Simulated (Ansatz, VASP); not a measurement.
**Two plane-wave programs on Ta**

```xyz
1
Lattice="-1.6978 1.6978 1.5620 1.6978 -1.6978 1.5620 1.6978 1.6978 -1.5620" Properties=species:S:1:pos:R:3 pbc="T T T"
Ta    0.0000    0.0000    0.0000
```

Alike in both runs: task single point; functional LDA; k mesh 22 × 22 × 22; occupations methfessel-paxton of order 1, width 0.02 eV; no spin polarisation.

|  | VASP | Ansatz |
| --- | --- | --- |
| version | VASP 6.6.1 | Ansatz 0.2.0 |
| potentials or method | VASP PAW LDA potentials, release 64 (Ta_pv), cutoff 520 eV | scalar-relativistic, plane waves, PAW |
| valence electrons in the cell | 11 | 13 |

```csv
,VASP,Ansatz,Ansatz less VASP
gap on the k mesh at the Fermi level (eV),none,none,-
pressure (GPa),-8.0,-8.7,-0.70
"traceless stress, the component that is largest in VASP (GPa)",4.11,4.16,+0.049
```

LDA's correlation is that of Perdew and Zunger in VASP and of Perdew and Wang (1992) in Ansatz. A gap of «none» marks a metal or a gap that the smearing closes. VASP's potentials hold 11 valence electrons a cell and Ansatz's 13, so a difference there can come from the potentials and not from the codes.

Spin-orbit coupling is off throughout.
